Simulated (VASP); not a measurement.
# Cl (Fd-3m) in VASP: a series of runs

Cl is run at these levels: PBE; tasks: single point.

Everything below comes from runs of VASP 6.6.1. Logs are shortened: lines on timing, memory, paths and dates and some standing lists are left out, and cuts for length are marked.

## 1. The cell of the first run

It takes space group Fd-3m (No. 227, cubic). The conventional cell has a = 5.608 Å, b = 5.608 Å, c = 5.608 Å, α = 90.00°, β = 90.00°, γ = 90.00°. Within 3.2 Å of Cl (site symmetry -43m) lie 4 Cl at 2.43 Å.

## 2. Single point, PBE

Contents of INCAR:

```
ALGO = Normal ; EDIFF = 1E-6
ENCUT = 500 ; GGA = PE
GGA_COMPAT = F ; ISIF = 2
ISMEAR = -1 ; LASPH = T
LCHARG = F ; LREAL = F
LWAVE = F ; NBANDS = 14
NELM = 120 ; PREC = Accurate
SIGMA = 0.01
```

Contents of KPOINTS:

```
k-points
0
Gamma
  5 5 5
```

Contents of POSCAR:

```
Cl
1.0
    0.0000000000      2.8040873646      2.8040873646
    2.8040873646      0.0000000000      2.8040873646
    2.8040873646      2.8040873646      0.0000000000
Cl
2
Direct
    1.0000000000      1.0000000000      1.0000000000
    0.2500000000      0.2500000000      0.2500000000
```

Potentials or basis: VASP PAW PBE potentials, release 64 (Cl).

Run with:

```
> cat potpaw_PBE.64/Cl/POTCAR > POTCAR
> mpirun -np 1 vasp_std > vasp.out
```

OUTCAR:

```text
EDIFF = 1E-6
   ENCUT = 500
   GGA = PE
   ISIF = 2
   ISMEAR = -1
   LASPH = T
   LREAL = F
   NELM = 120
   PREC = Accurate

 ion  position               nearest neighbor table
   1  0.000  0.000  0.000-   2 2.43   2 2.43   2 2.43   2 2.43
   2  0.250  0.250  0.250-   1 2.43   1 2.43   1 2.43   1 2.43

  LATTYP: Found a face centered cubic cell.
 ALAT       =     5.6081747292

  Lattice vectors:

 A1 = (   0.0000000000,   2.8040873646,   2.8040873646)
 A2 = (   2.8040873646,   0.0000000000,   2.8040873646)
 A3 = (   2.8040873646,   2.8040873646,   0.0000000000)

Analysis of symmetry for initial positions (statically):
=====================================================================
 Subroutine PRICEL returns:
 Original cell was already a primitive cell.

 Routine SETGRP: Setting up the symmetry group for a
 face centered cubic supercell.

 Subroutine GETGRP returns: Found 48 space group operations
 (whereof 24 operations were pure point group operations)
 out of a pool of 48 trial point group operations.

The static configuration has the point symmetry T_d .
 The point group associated with its full space group is O_h .

Analysis of symmetry for dynamics (positions and initial velocities):
=====================================================================
 Subroutine PRICEL returns:
 Original cell was already a primitive cell.

 Routine SETGRP: Setting up the symmetry group for a
 face centered cubic supercell.

 Subroutine GETGRP returns: Found 48 space group operations
 (whereof 24 operations were pure point group operations)
 out of a pool of 48 trial point group operations.

The dynamic configuration has the point symmetry T_d .
 The point group associated with its full space group is O_h .

 Subroutine INISYM returns: Found 48 space group operations
 (whereof 24 operations are pure point group operations),
 and found     1 'primitive' translations

----------------------------------------------------------------------------------------

                                     Primitive cell

  volume of cell :      44.0966

  direct lattice vectors                    reciprocal lattice vectors
     0.000000000  2.804087365  2.804087365    -0.178311135  0.178311135  0.178311135
     2.804087365  0.000000000  2.804087365     0.178311135 -0.178311135  0.178311135
     2.804087365  2.804087365  0.000000000     0.178311135  0.178311135 -0.178311135
[... 76 lines left out ...]
   ISYM   =      2    0-nonsym 1-usesym 2-fastsym
   POTIM  = 0.5000    time-step for ionic-motion
   TEBEG  =    0.0;   TEEND  =   0.0 temperature during run
   PSTRESS=    0.0 pullay stress
   NELECT =      14.0000    total number of electrons
   NUPDOWN=      -1.0000    fix difference up-down
   EMIN   =  10.00;   EMAX   =-10.00  energy-range for DOS
   EFERMI =   0.00;   METHOD = LEGACY
   ISMEAR =    -1;   SIGMA  =   0.01  broadening in eV -4-tet -1-fermi 0-gaus
   EFERMI_NEDOS =   21; number of points for ismear=-14 and -15
   IALGO  =     38    algorithm
   IMIX   =      4    mixing-type and parameters
     AMIX     =   0.40;   BMIX     =  1.00
     AMIX_MAG =   1.60;   BMIX_MAG =  1.00
  volume/ion in A,a.u.               =      22.05       148.79
  Fermi-wavevector in a.u.,A,eV,Ry     =   1.116819  2.110481 16.970326  1.247284
  Thomas-Fermi vector in A             =   2.253436
   LORBIT       =      0    0 simple, 1 ext, 2 COOP (PROOUT), +10 PAW based schemes
   GGA     = PE    functional components
   LHFCALC =     F    Hartree Fock is set to
   AEXX    =    0.0000 exact exchange contribution
   IVDW    =     0    specifies the selected vdW correction
   LEPSILON=     F    determine dielectric tensor
   LRPA    =     F    only Hartree local field effects (RPA)
 non-spin polarized calculation
  energy-cutoff  :      500.00
  volume of cell :       44.10
 maximum number of plane-waves:      1139
 NGX is ok and might be reduce to    30
   NGX = 15   NGY = 15   NGZ = 15

 number of electron      13.9999997 magnetization

 Free energy of the ion-electron system (eV)
  ---------------------------------------------------
  ext. energy  EPLUGINS =         0.00000000
  ---------------------------------------------------
  free energy    TOTEN  =        -0.99502381 eV

  energy without entropy =       -0.99173091  energy(sigma->0) =       -0.99337736

 E-fermi :   3.1346     XC(G=0):  -8.8742

 val. band max:        3.1244978894   @ k =   0.4000   0.0000   0.0000
 cond. band min:       3.1395009617   @ k =   0.4000   0.2000   0.0000
 fundamental gap:      0.0150030722
 Fermi energy:         3.1346257709

 k-point     1 :       0.0000    0.0000    0.0000
  band No.  band energies     occupation
      1     -15.0182      2.00000
      2      -9.3418      2.00000
      3      -1.6959      2.00000
      4      -1.6959      2.00000
      5      -1.6959      2.00000
      6       1.2617      2.00000
      7       1.2617      2.00000
      8       1.2617      2.00000
      9       9.1673      0.00000
     10      12.3591      0.00000
     11      12.3591      0.00000
     12      14.9770      0.00000
     13      14.9770      0.00000
     14      14.9770      0.00000
[... 139 lines left out ...]
      1     -13.3442      2.00000
      2     -12.0570      2.00000
      3      -3.4874      2.00000
      4      -3.0621      2.00000
      5       0.0226      2.00000
      6       1.1587      2.00000
      7       3.3348      0.00000
      8       3.4325      0.00000
      9      10.2261      0.00000
     10      10.3994      0.00000
     11      13.6555      0.00000
     12      15.5271      0.00000
     13      16.6968      0.00000
     14      17.2574      0.00000

------------------------ aborting loop because EDIFF is reached ----------------------------------------

  FORCE on cell =-STRESS in cart. coord.  units (eV):
  Direction    XX          YY          ZZ          XY          YZ          ZX
  --------------------------------------------------------------------------------------
  -------------------------------------------------------------------------------------
  Total        5.4574204      5.4574204      5.4574204     -0.0000000      0.0000000      0.0000000
  in kB      198.2866029    198.2866029    198.2866029     -0.0000000      0.0000000      0.0000000
  external PRESSURE =     198.2866029 kB  Pullay stress =       0.0000000 kB

 VOLUME and BASIS-vectors are now :
 -----------------------------------------------------------------------------
  energy-cutoff  :      500.00
  volume of cell :       44.10
      direct lattice vectors                 reciprocal lattice vectors
     0.000000000  2.804087365  2.804087365    -0.178311135  0.178311135  0.178311135
     2.804087365  0.000000000  2.804087365     0.178311135 -0.178311135  0.178311135
     2.804087365  2.804087365  0.000000000     0.178311135  0.178311135 -0.178311135

 POSITION                                       TOTAL-FORCE (eV/Angst)
 -----------------------------------------------------------------------------------
      0.00000      0.00000      0.00000         0.000000      0.000000      0.000000
      1.40204      1.40204      1.40204        -0.000000     -0.000000     -0.000000
 -----------------------------------------------------------------------------------
    total drift:                                0.000000     -0.000000      0.000000

  FREE ENERGIE OF THE ION-ELECTRON SYSTEM (eV)
  ---------------------------------------------------
  free  energy   TOTEN  =        -0.9950238071 eV

  energy  without entropy=       -0.9917309129  energy(sigma->0) =       -0.99337736
```

OSZICAR:

```text
N       E                     dE             d eps       ncg     rms          rms(c)
DAV:   1     0.669773036632E+02    0.66977E+02   -0.61211E+03   280   0.831E+02
DAV:   2     0.211386096600E+01   -0.64863E+02   -0.61530E+02   418   0.162E+02
DAV:   3    -0.971133275768E+00   -0.30850E+01   -0.30410E+01   346   0.357E+01
DAV:   4    -0.100027586890E+01   -0.29143E-01   -0.29124E-01   364   0.427E+00
DAV:   5    -0.100082658320E+01   -0.55071E-03   -0.55070E-03   358   0.570E-01    0.175E+01
DAV:   6    -0.995480649387E+00    0.53459E-02   -0.70869E-03   358   0.491E-01    0.104E+01
DAV:   7    -0.995099846303E+00    0.38080E-03   -0.88134E-03   322   0.541E-01    0.191E-01
DAV:   8    -0.995003406887E+00    0.96439E-04   -0.56972E-04   364   0.148E-01    0.249E-02
DAV:   9    -0.995016448313E+00   -0.13041E-04   -0.14374E-05   334   0.279E-02    0.861E-03
DAV:  10    -0.995023323760E+00   -0.68754E-05   -0.62594E-06   316   0.161E-02    0.907E-03
DAV:  11    -0.995023807069E+00   -0.48331E-06   -0.11207E-06   318   0.798E-03
   1 F= -.99502381E+00 E0= -.99337736E+00  d E =-.329289E-02
```

stdout:

```text
POSCAR found type information on POSCAR Cl
 POSCAR found :  1 types and       2 ions
 scaLAPACK will be used
 LDA part: xc-table for (Slater+PW92), standard interpolation
 POSCAR, INCAR and KPOINTS ok, starting setup
 FFT: planning ... GRIDC
 FFT: planning ... GRID_SOFT
 FFT: planning ... GRID
 WAVECAR not read
 entering main loop
```

Wall time 9.1 s (1 thread of AMD EPYC 7R43 (Zen 3), shared host); peak memory 0.11 GiB.

What came out:

- Free energy: -0.9950 eV
- Pressure: 19.8 GPa
- Band gap on the k mesh: zero (bands 7 and 8 overlap by 2.40 eV)

Caveat: the k points lie up to 0.39 Å⁻¹ apart, too coarse for converged energies and pressures of a metal.

## 3. Single point, PBE

This run uses another cell than the first one, of 19.89 Å³/atom.

Contents of INCAR:

```
SYSTEM = Cl
ALGO = Normal
EDIFF = 1E-6
ENCUT = 500
GGA = PE
GGA_COMPAT = .FALSE.
ISIF = 2
ISMEAR = -1
LASPH = .TRUE.
LCHARG = .TRUE.
LELF = .TRUE.
LREAL = .FALSE.
LVHAR = .TRUE.
LWAVE = .FALSE.
NBANDS = 14
NELM = 120
PREC = Accurate
SIGMA = 0.01
```

Contents of KPOINTS:

```
k-points
0
G
  5 5 5
  0 0 0
```

Contents of POSCAR:

```
Cl
1.0
    0.0000000000      2.7092305998      2.7092305998
    2.7092305998      0.0000000000      2.7092305998
    2.7092305998      2.7092305998      0.0000000000
Cl
2
Direct
    1.0000000000      1.0000000000      1.0000000000
    0.2500000000      0.2500000000      0.2500000000
```

Potentials or basis: VASP PAW PBE potentials, release 64 (Cl).

Run with:

```
> cat potpaw_PBE.64/Cl/POTCAR > POTCAR
> mpirun -np 1 vasp_std > vasp.out
```

OUTCAR:

```text
SYSTEM = Cl
   EDIFF = 1E-6
   ENCUT = 500
   GGA = PE
   ISIF = 2
   ISMEAR = -1
   LASPH = .TRUE.
   LREAL = .FALSE.
   NELM = 120
   PREC = Accurate

 ion  position               nearest neighbor table
   1  0.000  0.000  0.000-   2 2.35   2 2.35   2 2.35   2 2.35
   2  0.250  0.250  0.250-   1 2.35   1 2.35   1 2.35   1 2.35

  LATTYP: Found a face centered cubic cell.
 ALAT       =     5.4184611996

  Lattice vectors:

 A1 = (   0.0000000000,   2.7092305998,   2.7092305998)
[... 340 lines left out ...]
------------------------ aborting loop because EDIFF is reached ----------------------------------------

  FORCE on cell =-STRESS in cart. coord.  units (eV):
  Direction    XX          YY          ZZ          XY          YZ          ZX
  --------------------------------------------------------------------------------------
  -------------------------------------------------------------------------------------
  Total        7.4019777      7.4019777      7.4019777      0.0000000     -0.0000000      0.0000000
  in kB      298.1881927    298.1881927    298.1881927      0.0000000     -0.0000000      0.0000000
  external PRESSURE =     298.1881927 kB  Pullay stress =       0.0000000 kB

 VOLUME and BASIS-vectors are now :
 -----------------------------------------------------------------------------
  energy-cutoff  :      500.00
  volume of cell :       39.77
      direct lattice vectors                 reciprocal lattice vectors
     0.000000000  2.709230600  2.709230600    -0.184554242  0.184554242  0.184554242
     2.709230600  0.000000000  2.709230600     0.184554242 -0.184554242  0.184554242
     2.709230600  2.709230600  0.000000000     0.184554242  0.184554242 -0.184554242

 POSITION                                       TOTAL-FORCE (eV/Angst)
 -----------------------------------------------------------------------------------
      0.00000      0.00000      0.00000        -0.000000     -0.000000     -0.000000
      1.35462      1.35462      1.35462         0.000000      0.000000      0.000000
 -----------------------------------------------------------------------------------
    total drift:                                0.000000      0.000000      0.000000

  FREE ENERGIE OF THE ION-ELECTRON SYSTEM (eV)
  ---------------------------------------------------
  free  energy   TOTEN  =        -0.3347723339 eV

  energy  without entropy=       -0.3322318904  energy(sigma->0) =       -0.33350211
```

stdout:

```text
POSCAR found type information on POSCAR Cl
 POSCAR found :  1 types and       2 ions
 scaLAPACK will be used
 LDA part: xc-table for (Slater+PW92), standard interpolation
 POSCAR, INCAR and KPOINTS ok, starting setup
 FFT: planning ... GRIDC
 FFT: planning ... GRID_SOFT
 FFT: planning ... GRID
 WAVECAR not read
 entering main loop
```

It took 12 s on 1 thread of AMD EPYC 7R43 (Zen 3), shared host; peak memory 0.11 GiB.

Results:

| Item | Value |
| --- | --- |
| Free energy | -0.3348 eV |
| Pressure | 29.8 GPa |
| Band gap on the k mesh | zero (bands 7 and 8 overlap by 2.87 eV) |

Levels at points of the mesh, in eV from the Fermi level:
```csv
k point,band 3,band 4,band 5,band 6,band 7,band 8,band 9,band 10,band 11,band 12
"(0.00, 0.00, 0.00)",-5.49,-5.49,-5.49,-2.23,-2.23,-2.23,5.91,8.77,8.77,11.72
```

Caveat: the k points lie up to 0.40 Å⁻¹ apart, too coarse for converged energies and pressures of a metal.

[end of part 1 of 2]
